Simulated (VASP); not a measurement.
# SnO (Fm-3m) in VASP: further runs

The runs below take SnO through relaxation of cell and atoms, single point, with PBE, PBEsol, LDA, r2SCAN.

Everything below comes from runs of VASP 6.6.1. Logs are shortened: lines on timing, memory, paths and dates and some standing lists are left out, and cuts for length are marked.

## (1) The cell of the first run

It takes space group Fm-3m (No. 225, cubic). The conventional cell has a = 4.102 Å, b = 4.102 Å, c = 4.102 Å, α = 90.00°, β = 90.00°, γ = 90.00°. Within 2.7 Å of Sn (site symmetry m-3m) lie 6 O at 2.05 Å. O (site symmetry m-3m) has 6 Sn at 2.05 Å within 2.7 Å.

## (2) Relaxation of cell and atoms, PBE

File INCAR:

```
PREC = Accurate
ENCUT = 600
EDIFF = 1E-7
ISMEAR = -1
SIGMA = 0.02
LREAL = F
LASPH = T
NELM = 100
ALGO = Normal
ISIF = 3
LWAVE = F
LCHARG = F
GGA = PE
IBRION = 2
NSW = 80
EDIFFG = -0.005
```

File KPOINTS:

```
regular mesh
0
Gamma
  10 10 10
```

File POSCAR:

```
SnO
1.0
    0.0000000000      2.0509760000      2.0509760000
    2.0509760000      0.0000000000      2.0509760000
    2.0509760000      2.0509760000      0.0000000000
Sn O
1 1
Direct
    0.0000000000      0.0000000000      0.0000000000
    0.5000000000      0.5000000000      0.5000000000
```

Potentials or basis: VASP PAW PBE potentials, release 64 (Sn_d, O).

The run is started by

```console
cat potpaw_PBE.64/Sn_d/POTCAR potpaw_PBE.64/O/POTCAR > POTCAR
mpirun -np 1 vasp_std > vasp.out
```

OUTCAR:

```text
PREC = Accurate
   ENCUT = 600
   EDIFF = 1E-7
   ISMEAR = -1
   LREAL = F
   LASPH = T
   NELM = 100
   ISIF = 3
   GGA = PE
   IBRION = 2
   NSW = 80
   EDIFFG = -0.005

 ion  position               nearest neighbor table
   1  0.000  0.000  0.000-   2 2.05   2 2.05   2 2.05   2 2.05   2 2.05   2 2.05
   2  0.500  0.500  0.500-   1 2.05   1 2.05   1 2.05   1 2.05   1 2.05   1 2.05

  LATTYP: Found a face centered cubic cell.
 ALAT       =     4.1019520000

  Lattice vectors:

 A1 = (   0.0000000000,   2.0509760000,   2.0509760000)
 A2 = (   2.0509760000,   0.0000000000,   2.0509760000)
 A3 = (   2.0509760000,   2.0509760000,   0.0000000000)

Analysis of symmetry for initial positions (statically):
=====================================================================
 Subroutine PRICEL returns:
 Original cell was already a primitive cell.

 Routine SETGRP: Setting up the symmetry group for a
 face centered cubic supercell.

 Subroutine GETGRP returns: Found 48 space group operations
 (whereof 48 operations were pure point group operations)
 out of a pool of 48 trial point group operations.

The static configuration has the point symmetry O_h .

Analysis of symmetry for dynamics (positions and initial velocities):
=====================================================================
 Subroutine PRICEL returns:
 Original cell was already a primitive cell.

 Routine SETGRP: Setting up the symmetry group for a
 face centered cubic supercell.

 Subroutine GETGRP returns: Found 48 space group operations
 (whereof 48 operations were pure point group operations)
 out of a pool of 48 trial point group operations.

The dynamic configuration has the point symmetry O_h .

 Subroutine INISYM returns: Found 48 space group operations
 (whereof 48 operations are pure point group operations),
 and found     1 'primitive' translations

----------------------------------------------------------------------------------------

                                     Primitive cell

  volume of cell :      17.2549

  direct lattice vectors                    reciprocal lattice vectors
     0.000000000  2.050976000  2.050976000    -0.243786373  0.243786373  0.243786373
     2.050976000  0.000000000  2.050976000     0.243786373 -0.243786373  0.243786373
     2.050976000  2.050976000  0.000000000     0.243786373  0.243786373 -0.243786373

  length of vectors
     2.900518075  2.900518075  2.900518075     0.422250384  0.422250384  0.422250384

  position of ions in fractional coordinates (direct lattice)
     0.000000000  0.000000000  0.000000000
     0.500000000  0.500000000  0.500000000

  ion indices of the primitive-cell ions
   primitive index   ion index
                 1           1
                 2           2

----------------------------------------------------------------------------------------

 KPOINTS: regular mesh

Automatic generation of k-mesh.
 Grid dimensions read from file:
 generate k-points for:   10   10   10

 Generating k-lattice:

  Cartesian coordinates                     Fractional coordinates (reciprocal lattice)
    -0.024378637  0.024378637  0.024378637     0.100000000  0.000000000  0.000000000
     0.024378637 -0.024378637  0.024378637     0.000000000  0.100000000  0.000000000
     0.024378637  0.024378637 -0.024378637     0.000000000  0.000000000  0.100000000

  Length of vectors
     0.042225038  0.042225038  0.042225038

  Shift w.r.t. Gamma in fractional coordinates (k-lattice)
     0.000000000  0.000000000  0.000000000

 Subroutine IBZKPT returns following result:
 ===========================================

 Found     47 irreducible k-points:

 Following reciprocal coordinates:
            Coordinates               Weight
  0.000000  0.000000  0.000000      1.000000
  0.100000  0.000000  0.000000      8.000000
  0.200000  0.000000  0.000000      8.000000
  0.300000  0.000000  0.000000      8.000000
  0.400000  0.000000  0.000000      8.000000
  0.500000  0.000000  0.000000      4.000000
[... 16 lines left out ...]
  0.300000  0.300000  0.000000      6.000000
  0.400000  0.300000  0.000000     24.000000
 [... further k-points ...]
   k-points           NKPTS =     47   k-points in BZ     NKDIM =     47   number of bands    NBANDS=     14
   number of dos      NEDOS =    301   number of ions     NIONS =      2
   total plane-waves  NPLWV =  13824
   dimension x,y,z NGX =    24 NGY =   24 NGZ =   24
   dimension x,y,z NGXF=    48 NGYF=   48 NGZF=   48
   ions per type =               1   1
   NGX,Y,Z   is equivalent  to a cutoff of  13.76, 13.76, 13.76 a.u.
   NGXF,Y,Z  is equivalent  to a cutoff of  27.51, 27.51, 27.51 a.u.
 SYSTEM =  unknown system
   PREC   = accura    normal or accurate (medium, high low for compatibility)
   ISTART =      0    job   : 0-new  1-cont  2-samecut
   ICHARG =      2    charge: 1-file 2-atom 10-const
   ISPIN  =      1    spin polarized calculation?
   LNONCOLLINEAR =      F non collinear calculations
   LSORBIT =      F    spin-orbit coupling
   LASPH  =      T    aspherical Exc in radial PAW
   ENCUT  =  600.0 eV  44.10 Ry    6.64 a.u.   5.79  5.79  5.79*2*pi/ulx,y,z
   NELM   =    100;   NELMIN=  2; NELMDL= -5     # of ELM steps
   EDIFF  = 0.1E-06   stopping-criterion for ELM
   LREAL  =      F    real-space projection
   EDIFFG = -.5E-02   stopping-criterion for IOM
   NSW    =     80    number of steps for IOM
   IBRION =      2    ionic relax: 0-MD 1-quasi-New 2-CG
   NFREE  =      1    steps in history (QN), initial steepest desc. (CG)
   ISIF   =      3    stress and relaxation
   ISYM   =      2    0-nonsym 1-usesym 2-fastsym
   POTIM  = 0.5000    time-step for ionic-motion
   TEBEG  =    0.0;   TEEND  =   0.0 temperature during run
   PSTRESS=    0.0 pullay stress
   NELECT =      20.0000    total number of electrons
   NUPDOWN=      -1.0000    fix difference up-down
   EMIN   =  10.00;   EMAX   =-10.00  energy-range for DOS
   EFERMI =   0.00;   METHOD = LEGACY
   ISMEAR =    -1;   SIGMA  =   0.02  broadening in eV -4-tet -1-fermi 0-gaus
   EFERMI_NEDOS =   21; number of points for ismear=-14 and -15
   IALGO  =     38    algorithm
   IMIX   =      4    mixing-type and parameters
     AMIX     =   0.40;   BMIX     =  1.00
     AMIX_MAG =   1.60;   BMIX_MAG =  1.00
  volume/ion in A,a.u.               =       8.63        58.22
  Fermi-wavevector in a.u.,A,eV,Ry     =   1.719680  3.249724 40.236490  2.957299
  Thomas-Fermi vector in A             =   2.796261
   LORBIT       =      0    0 simple, 1 ext, 2 COOP (PROOUT), +10 PAW based schemes
   GGA     = PE    functional components
   LHFCALC =     F    Hartree Fock is set to
   AEXX    =    0.0000 exact exchange contribution
   IVDW    =     0    specifies the selected vdW correction
   LEPSILON=     F    determine dielectric tensor
   LRPA    =     F    only Hartree local field effects (RPA)
 conjugate gradient relaxation of ions
 non-spin polarized calculation
  energy-cutoff  :      600.00
  volume of cell :       17.25
 maximum number of plane-waves:       589
   NGX = 11   NGY = 11   NGZ = 11

--------------------------------------- Ionic step        1  -------------------------------------------

 number of electron      20.0000000 magnetization

 Free energy of the ion-electron system (eV)
  ---------------------------------------------------
  ext. energy  EPLUGINS =         0.00000000
  ---------------------------------------------------
  free energy    TOTEN  =        -3.10553162 eV

  energy without entropy =       -3.10553100  energy(sigma->0) =       -3.10553131

 E-fermi :  21.2018     XC(G=0): -14.5637

 val. band max:       20.9770783024   @ k =  -0.3000   0.3000   0.1000
 cond. band min:      21.4265340953   @ k =  -0.3000   0.3000   0.1000
 fundamental gap:      0.4494557929
 Fermi energy:        21.2018063682

 k-point     1 :       0.0000    0.0000    0.0000
  band No.  band energies     occupation
      1      -6.8102      2.00000
      2      -3.5407      2.00000
      3      -3.5407      2.00000
      4      -3.5407      2.00000
      5      -3.2727      2.00000
      6      -3.2727      2.00000
      7      11.7798      2.00000
      8      11.7798      2.00000
      9      11.7798      2.00000
     10      13.7843      2.00000
     11      28.1769      0.00000
     12      31.5800      0.00000
     13      31.5800      0.00000
     14      31.5800      0.00000
[... 1046 lines left out ...]
 POSITION                                       TOTAL-FORCE (eV/Angst)
 -----------------------------------------------------------------------------------
      0.00000      0.00000      0.00000        -0.000000     -0.000000      0.000000
      2.52417      2.52417      2.52417         0.000000      0.000000     -0.000000
 -----------------------------------------------------------------------------------
    total drift:                                0.000000     -0.000000     -0.000000

  FREE ENERGIE OF THE ION-ELECTRON SYSTEM (eV)
  ---------------------------------------------------
  free  energy   TOTEN  =       -10.3616288941 eV

  energy  without entropy=      -10.3616288875  energy(sigma->0) =      -10.36162889

--------------------------------------- Ionic step        8  -------------------------------------------

 number of electron      19.9999983 magnetization

 Free energy of the ion-electron system (eV)
  ---------------------------------------------------
  ext. energy  EPLUGINS =         0.00000000
  ---------------------------------------------------
  free energy    TOTEN  =       -10.36205447 eV

  energy without entropy =      -10.36205446  energy(sigma->0) =      -10.36205446

 E-fermi :   8.1893     XC(G=0): -10.8896

 val. band max:        7.8734058597   @ k =  -0.4000   0.2000   0.1000
 cond. band min:       8.5062073130   @ k =  -0.4000   0.2000   0.1000
 fundamental gap:      0.6328014533
 Fermi energy:         8.1892511648

 k-point     1 :       0.0000    0.0000    0.0000
  band No.  band energies     occupation
      1     -13.5521      2.00000
      2     -13.5521      2.00000
      3     -13.5521      2.00000
      4     -13.4832      2.00000
      5     -13.4832      2.00000
      6     -10.8041      2.00000
      7       1.2671      2.00000
      8       4.6146      2.00000
      9       4.6146      2.00000
     10       4.6146      2.00000
     11      15.8092      0.00000
     12      15.8092      0.00000
     13      15.8092      0.00000
     14      18.0882      0.00000
[... 413 lines left out ...]
 POSITION                                       TOTAL-FORCE (eV/Angst)
 -----------------------------------------------------------------------------------
      0.00000      0.00000      0.00000         0.000000      0.000000     -0.000000
      2.52894      2.52894      2.52894         0.000000      0.000000      0.000000
 -----------------------------------------------------------------------------------
    total drift:                                0.000000     -0.000000     -0.000000

  FREE ENERGIE OF THE ION-ELECTRON SYSTEM (eV)
  ---------------------------------------------------
  free  energy   TOTEN  =       -10.3620544670 eV

  energy  without entropy=      -10.3620544625  energy(sigma->0) =      -10.36205446

 reached required accuracy - stopping structural energy minimisation
```

Run time: 88 s. Hardware: 1 thread of Intel Xeon 8259CL, shared host; peak memory 0.15 GiB.

What came out:

| Property | Result |
| --- | --- |
| Free energy | -10.3621 eV |
| Relaxed volume | 16.17 Å³/atom |
| Relaxed cell | a = 3.576 Å, b = 3.576 Å, c = 3.576 Å, α = 60.00°, β = 60.00°, γ = 60.00° |
| Space group after relaxing (to 0.1 Å) | Fm-3m (No. 225) |
| Pressure after relaxing | 0.0 GPa |
| Band gap on the k mesh | 0.63 eV |

Final structure:
```
Sn O
1.0
     0.00000    2.52894    2.52894
     2.52894    0.00000    2.52894
     2.52894    2.52894    0.00000
Sn O
1 1
Direct
  0.00000 0.00000 0.00000
  0.50000 0.50000 0.50000
```

Caveat: the volume moved by over 15 % at a fixed basis, so the end points are rough; spin-orbit coupling is left out, which moves the levels of the heavy elements.

## (3) Relaxation of cell and atoms, PBEsol

This run uses another cell than the first one, of 16.75 Å³/atom.

File INCAR:

```
SYSTEM = SnO
  PREC = Accurate
  ENCUT = 600
  EDIFF = 1E-6
  ISMEAR = -1
  SIGMA = 0.02
  LREAL = .False.
  LASPH = .True.
  NELM = 100
  ALGO = Normal
  ISIF = 3
  LWAVE = .False.
  LCHARG = .False.
  GGA = PS
  IBRION = 2
  NSW = 80
  EDIFFG = -0.005
```

File KPOINTS:

```
Automatic mesh
0
Gamma
  8 8 8
  0 0 0
```

File POSCAR:

```
SnO
1.0
    0.0000000000      2.5587916806      2.5587916806
    2.5587916806      0.0000000000      2.5587916806
    2.5587916806      2.5587916806      0.0000000000
Sn O
1 1
Direct
    0.0000000000      0.0000000000      0.0000000000
    0.5000000000      0.5000000000      0.5000000000
```

Potentials or basis: VASP PAW PBE potentials, release 64 (Sn_d, O).

The run is started by

```console
cat potpaw_PBE.64/Sn_d/POTCAR potpaw_PBE.64/O/POTCAR > POTCAR
mpirun -np 1 vasp_std > vasp.out
```

It took 44 s on 1 thread of Intel Xeon 8259CL, shared host; peak memory 0.19 GiB.

It converged, with:

```
Free energy                           : -11.2304 eV
Relaxed volume                        : 15.96 Å³/atom
Relaxed cell                          : a = 3.561 Å, b = 3.561 Å, c = 3.561 Å, α = 60.00°, β = 60.00°, γ = 60.00°
Space group after relaxing (to 0.1 Å) : Fm-3m (No. 225)
Energy gained by relaxing             : 12.0 meV/atom
Ionic steps                           : 3
Pressure after relaxing               : 0.0 GPa
Band gap on the k mesh                : 0.87 eV (least direct gap 0.99 eV)
```

The path:
| step | energy change (eV) | largest force (eV/Å) | pressure (GPa) | volume (Å³) |
| --- | --- | --- | --- | --- |
| 1 | 0.0000 | 0.0000 | -4.68 | 33.51 |
| 2 | -0.0185 | 0.0000 | 2.50 | 31.19 |
| 3 | -0.0241 | 0.0000 | 0.00 | 31.92 |

Final structure:
```
Sn O
1.0
     0.00000    2.51766    2.51766
     2.51766    0.00000    2.51766
     2.51766    2.51766    0.00000
Sn O
1 1
Direct
  0.00000 0.00000 0.00000
  0.50000 0.50000 0.50000
```

Levels at points of the mesh, in eV from the valence-band top:
| k point | band 6 | band 7 | band 8 | band 9 | band 10 | band 11 | band 12 | band 13 | band 14 |
| --- | --- | --- | --- | --- | --- | --- | --- | --- | --- |
| (0.00, 0.00, 0.00) | -18.57 | -6.47 | -3.19 | -3.19 | -3.19 | 8.16 | 8.16 | 8.16 | 10.30 |
| (0.50, 0.00, 0.00) | -17.87 | -8.39 | -2.97 | -2.97 | -0.65 | 1.10 | 4.59 | 4.59 | 9.86 |
| (0.50, 0.50, 0.00) | -17.31 | -6.48 | -4.39 | -4.33 | -4.33 | 3.82 | 5.25 | 6.19 | 6.19 |

Caveat: the PAW data sets were made with another functional, which shifts forces and pressure a little; spin-orbit coupling is left out, which moves the levels of the heavy elements. A k mesh can miss the band edges.

(Continued in part 2 of 2.)
